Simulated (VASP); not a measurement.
# Al3Cl (R-3m) in VASP: notebook, part 2 of 2

VASP 6.6.1. Earlier steps stand in the parts before.

**3. Relaxation of cell and atoms, PBE**

The input, INCAR:

```
SYSTEM = Al3Cl
ALGO = Normal ; EDIFF = 1E-7
EDIFFG = -0.04 ; ENCUT = 600
GGA = PE ; IBRION = 2
ISIF = 3 ; ISMEAR = 0
LASPH = .True. ; LCHARG = .False.
LREAL = .False. ; LWAVE = .False.
NELM = 60 ; NSW = 90
PREC = Accurate ; SIGMA = 0.1
```

The input, KPOINTS:

```
k-points
0
Gamma
  6 6 6
  0 0 0
```

The input, POSCAR:

```
Al3Cl
1.0
    2.4871957000      1.4359831100      4.3204504800
   -2.4871957000      1.4359831100      4.3204504800
    0.0000000000     -2.8719662200      4.3204504800
Al Cl
3 1
Direct
    0.5000000000      0.5000000000      0.0000000000
    0.0000000000      0.5000000000      0.5000000000
    0.5000000000      0.0000000000      0.5000000000
    0.0000000000      0.0000000000      0.0000000000
```

Potentials or basis: VASP PAW PBE potentials, release 64 (Al, Cl).

Command:

```
$ cat potpaw_PBE.64/Al/POTCAR potpaw_PBE.64/Cl/POTCAR > POTCAR
$ mpirun -np 1 vasp_std > vasp.out
```

OUTCAR:

```text
SYSTEM = Al3Cl
   EDIFF = 1E-7
   EDIFFG = -0.04
   ENCUT = 600
   GGA = PE
   IBRION = 2
   ISIF = 3
   ISMEAR = 0
   LASPH = .True.
   LREAL = .False.
   NELM = 60
   NSW = 90
   PREC = Accurate

 ion  position               nearest neighbor table
   1  0.500  0.500  0.000-   4 2.49   4 2.49   3 2.49   2 2.49   2 2.49   3 2.49
   2  0.000  0.500  0.500-   3 2.49   3 2.49   1 2.49   4 2.49   1 2.49   4 2.49
   3  0.500  0.000  0.500-   2 2.49   2 2.49   1 2.49   1 2.49   4 2.49   4 2.49
   4  0.000  0.000  0.000-   1 2.49   1 2.49   2 2.49   2 2.49   3 2.49   3 2.49

  LATTYP: Found a trigonal (rhomboedric) cell.
 ALAT       =     5.1879169512
 COS(alpha) =     0.5403112421

  Lattice vectors:

 A1 = (   2.4871957000,   1.4359831100,   4.3204504800)
 A2 = (  -2.4871957000,   1.4359831100,   4.3204504800)
 A3 = (   0.0000000000,  -2.8719662200,   4.3204504800)

Analysis of symmetry for initial positions (statically):
=====================================================================
 Subroutine PRICEL returns:
 Original cell was already a primitive cell.

 Routine SETGRP: Setting up the symmetry group for a
 trigonal (rhombohedral) supercell.

 Subroutine GETGRP returns: Found 12 space group operations
 (whereof 12 operations were pure point group operations)
 out of a pool of 12 trial point group operations.

The static configuration has the point symmetry D_3d.

Analysis of symmetry for dynamics (positions and initial velocities):
=====================================================================
 Subroutine PRICEL returns:
 Original cell was already a primitive cell.

 Routine SETGRP: Setting up the symmetry group for a
 trigonal (rhombohedral) supercell.

 Subroutine GETGRP returns: Found 12 space group operations
 (whereof 12 operations were pure point group operations)
 out of a pool of 12 trial point group operations.

The dynamic configuration has the point symmetry D_3d.

 Subroutine INISYM returns: Found 12 space group operations
 (whereof 12 operations are pure point group operations),
 and found     1 'primitive' translations

----------------------------------------------------------------------------------------

                                     Primitive cell

  volume of cell :      92.5848

  direct lattice vectors                    reciprocal lattice vectors
     2.487195700  1.435983110  4.320450480     0.201029617  0.116064503  0.077152449
    -2.487195700  1.435983110  4.320450480    -0.201029617  0.116064503  0.077152449
     0.000000000 -2.871966220  4.320450480     0.000000000 -0.232129007  0.077152449

  length of vectors
     5.187916951  5.187916951  5.187916954     0.244614751  0.244614751  0.244614751

  position of ions in fractional coordinates (direct lattice)
     0.500000000  0.500000000  1.000000000
     0.000000000  0.500000000  0.500000000
     0.500000000  0.000000000  0.500000000
     0.000000000  0.000000000  0.000000000

  ion indices of the primitive-cell ions
   primitive index   ion index
                 1           1
                 2           2
                 3           3
                 4           4

----------------------------------------------------------------------------------------

 KPOINTS: k-points

Automatic generation of k-mesh.
 Grid dimensions read from file:
[... 23 lines left out ...]
  0.166667  0.000000  0.000000      6.000000
  0.333333  0.000000  0.000000      6.000000
  0.500000  0.000000  0.000000      3.000000
  0.166667  0.166667  0.000000      6.000000
  0.333333  0.166667 -0.000000     12.000000
[... 16 lines left out ...]
  0.500000  0.500000  0.166667      6.000000
 -0.333333  0.500000  0.166667     12.000000
 [... further k-points ...]
   k-points           NKPTS =     32   k-points in BZ     NKDIM =     32   number of bands    NBANDS=     12
   number of dos      NEDOS =    301   number of ions     NIONS =      4
   total plane-waves  NPLWV =  74088
   dimension x,y,z NGX =    42 NGY =   42 NGZ =   42
   dimension x,y,z NGXF=    84 NGYF=   84 NGZF=   84
   ions per type =               3   1
   NGX,Y,Z   is equivalent  to a cutoff of  13.46, 13.46, 13.46 a.u.
   NGXF,Y,Z  is equivalent  to a cutoff of  26.92, 26.92, 26.92 a.u.
 SYSTEM =  Al3Cl
   PREC   = accura    normal or accurate (medium, high low for compatibility)
   ISTART =      0    job   : 0-new  1-cont  2-samecut
   ICHARG =      2    charge: 1-file 2-atom 10-const
   ISPIN  =      1    spin polarized calculation?
   LNONCOLLINEAR =      F non collinear calculations
   LSORBIT =      F    spin-orbit coupling
   LASPH  =      T    aspherical Exc in radial PAW
   ENCUT  =  600.0 eV  44.10 Ry    6.64 a.u.  10.36 10.36 10.36*2*pi/ulx,y,z
   NELM   =     60;   NELMIN=  2; NELMDL= -5     # of ELM steps
   EDIFF  = 0.1E-06   stopping-criterion for ELM
   LREAL  =      F    real-space projection
   EDIFFG = -.4E-01   stopping-criterion for IOM
   NSW    =     90    number of steps for IOM
   IBRION =      2    ionic relax: 0-MD 1-quasi-New 2-CG
   NFREE  =      1    steps in history (QN), initial steepest desc. (CG)
   ISIF   =      3    stress and relaxation
   ISYM   =      2    0-nonsym 1-usesym 2-fastsym
   POTIM  = 0.5000    time-step for ionic-motion
   TEBEG  =    0.0;   TEEND  =   0.0 temperature during run
   PSTRESS=    0.0 pullay stress
   NELECT =      16.0000    total number of electrons
   NUPDOWN=      -1.0000    fix difference up-down
   EMIN   =  10.00;   EMAX   =-10.00  energy-range for DOS
   EFERMI =   0.00;   METHOD = LEGACY
   ISMEAR =     0;   SIGMA  =   0.10  broadening in eV -4-tet -1-fermi 0-gaus
   EFERMI_NEDOS =   21; number of points for ismear=-14 and -15
   IALGO  =     38    algorithm
   IMIX   =      4    mixing-type and parameters
     AMIX     =   0.40;   BMIX     =  1.00
     AMIX_MAG =   1.60;   BMIX_MAG =  1.00
  volume/ion in A,a.u.               =      23.15       156.20
  Fermi-wavevector in a.u.,A,eV,Ry     =   0.911874  1.723193 11.313444  0.831515
  Thomas-Fermi vector in A             =   2.036204
   LORBIT       =      0    0 simple, 1 ext, 2 COOP (PROOUT), +10 PAW based schemes
   GGA     = PE    functional components
   LHFCALC =     F    Hartree Fock is set to
   AEXX    =    0.0000 exact exchange contribution
   IVDW    =     0    specifies the selected vdW correction
   LEPSILON=     F    determine dielectric tensor
   LRPA    =     F    only Hartree local field effects (RPA)
 conjugate gradient relaxation of ions
 non-spin polarized calculation
 Gauss-broadening in eV      SIGMA  =   0.10
  energy-cutoff  :      600.00
  volume of cell :       92.58
 maximum number of plane-waves:      3104
 NGX is ok and might be reduce to    42
   NGX = 21   NGY = 21   NGZ = 21

--------------------------------------- Ionic step        1  -------------------------------------------

 number of electron      15.9999999 magnetization

 Free energy of the ion-electron system (eV)
  ---------------------------------------------------
  ext. energy  EPLUGINS =         0.00000000
  ---------------------------------------------------
  free energy    TOTEN  =        -9.46302680 eV

  energy without entropy =       -9.45013700  energy(sigma->0) =       -9.45658190

------------------------ aborting loop because EDIFF is reached ----------------------------------------

  FORCE on cell =-STRESS in cart. coord.  units (eV):
  Direction    XX          YY          ZZ          XY          YZ          ZX
  --------------------------------------------------------------------------------------
  -------------------------------------------------------------------------------------
  Total       13.8336227     13.8336228     -1.6994642      0.0000000      0.0000000      0.0000000
  in kB      239.3905140    239.3905151    -29.4091876      0.0000000      0.0000000      0.0000000
  external PRESSURE =     149.7906138 kB  Pullay stress =       0.0000000 kB
[... 824 lines left out ...]
      1      -7.6332      2.00000
      2       0.7847      2.00000
      3       1.8361      2.00000
      4       3.4189      2.00000
      5       6.1597      2.00000
      6       8.1346      2.00000
      7       9.9485      2.00000
      8      10.3157      2.00000
      9      12.4609      0.05266
     10      13.2984      0.00000
     11      15.1707      0.00000
     12      17.1234      0.00000

 [... further k-points ...]

[... ionic steps 4 to 13 ...]

--------------------------------------- Ionic step       14  -------------------------------------------

 number of electron      16.0000000 magnetization

------------------------ aborting loop because EDIFF is reached ----------------------------------------
[... 71 lines left out ...]
--------------------------------------- Ionic step       16  -------------------------------------------

 number of electron      15.9999999 magnetization

 Free energy of the ion-electron system (eV)
  ---------------------------------------------------
  ext. energy  EPLUGINS =         0.00000000
  ---------------------------------------------------
  free energy    TOTEN  =       -12.00696676 eV

  energy without entropy =      -11.99885376  energy(sigma->0) =      -12.00291026

 E-fermi :   5.9345     XC(G=0):  -9.4881

 val. band max:        5.9199888222   @ k =  -0.3333   0.1667   0.0000
 cond. band min:       5.9602107414   @ k =   0.5000   0.0000   0.0000
 fundamental gap:      0.0402219192
 Fermi energy:         5.9345060257
[... 391 lines left out ...]
  FREE ENERGIE OF THE ION-ELECTRON SYSTEM (eV)
  ---------------------------------------------------
  free  energy   TOTEN  =       -12.0069667634 eV

  energy  without entropy=      -11.9988537640  energy(sigma->0) =      -12.00291026

 reached required accuracy - stopping structural energy minimisation
```

OSZICAR:

```text
N       E                     dE             d eps       ncg     rms          rms(c)
DAV:   1     0.574333138281E+02    0.57433E+02   -0.63388E+03   768   0.118E+03
DAV:   2    -0.433005238184E+01   -0.61763E+02   -0.57341E+02  1052   0.157E+02
DAV:   3    -0.977025561197E+01   -0.54402E+01   -0.52822E+01   948   0.482E+01
DAV:   4    -0.990206314068E+01   -0.13181E+00   -0.13136E+00   936   0.902E+00
[... 199 lines left out ...]
DAV:   5    -0.120069655524E+02    0.14830E-04   -0.36677E-05   840   0.467E-02    0.660E-03
DAV:   6    -0.120069662154E+02   -0.66295E-06   -0.36037E-06   836   0.149E-02    0.408E-03
DAV:   7    -0.120069666004E+02   -0.38508E-06   -0.33658E-07   724   0.430E-03    0.276E-03
DAV:   8    -0.120069667483E+02   -0.14787E-06   -0.97053E-08   412   0.251E-03    0.519E-04
DAV:   9    -0.120069667634E+02   -0.15047E-07   -0.19813E-08   396   0.119E-03
  16 F= -.12006967E+02 E0= -.12002910E+02  d E =-.170663E-01
```

CONTCAR:

```text
Al3Cl
   1.00000000000000
     3.1859703028227497    1.8394208178951910    2.3294969690080065
    -3.1859703028227497    1.8394208178951910    2.3294969690080065
    -0.0000000000000000   -3.6788416357903819    2.3294969690080065
  Al              Cl
     3     1
Direct
     0.5000000000000000    0.5000000000000000    0.0000000000000000
     0.0000000000000000    0.5000000000000000    0.5000000000000000
     0.5000000000000000    0.0000000000000000    0.5000000000000000
     1.0000000000000000    0.0000000000000000    1.0000000000000000

  0.00000000E+00  0.00000000E+00  0.00000000E+00
  0.00000000E+00  0.00000000E+00  0.00000000E+00
  0.00000000E+00  0.00000000E+00  0.00000000E+00
  0.00000000E+00  0.00000000E+00  0.00000000E+00
```

Wall time 17 min (1 thread of Intel Xeon 8259CL, shared host); peak memory 0.29 GiB.

Results:

```
Free energy                           : -12.0070 eV
Relaxed volume                        : 20.48 Å³/atom
Relaxed cell                          : a = 4.354 Å, b = 4.354 Å, c = 4.354 Å, α = 94.05°, β = 94.05°, γ = 94.05°
Space group after relaxing (to 0.1 Å) : R-3m (No. 166)
Pressure after relaxing               : 0.0 GPa
Band gap on the k mesh                : zero (bands 8 and 9 overlap by 0.57 eV)
```

Stress tensor (GPa, compression positive):
```
 0.10  0.00  0.00
 0.00  0.10  0.00
 0.00  0.00 -0.10
```

Final structure:
```
Al Cl
1.0
     3.18597    1.83942    2.32950
    -3.18597    1.83942    2.32950
     0.00000   -3.67884    2.32950
Al Cl
3 1
Cartesian
  0.0000 1.8394 2.3295
  -1.5930 -0.9197 2.3295
  1.5930 -0.9197 2.3295
  3.1860 -1.8394 4.6590
```

Caveat: a cell axis changed by over 15 % at a fixed basis, so the end point is rough.

The gap in the log of VASP goes by the Fermi energy; the results here count the filled bands.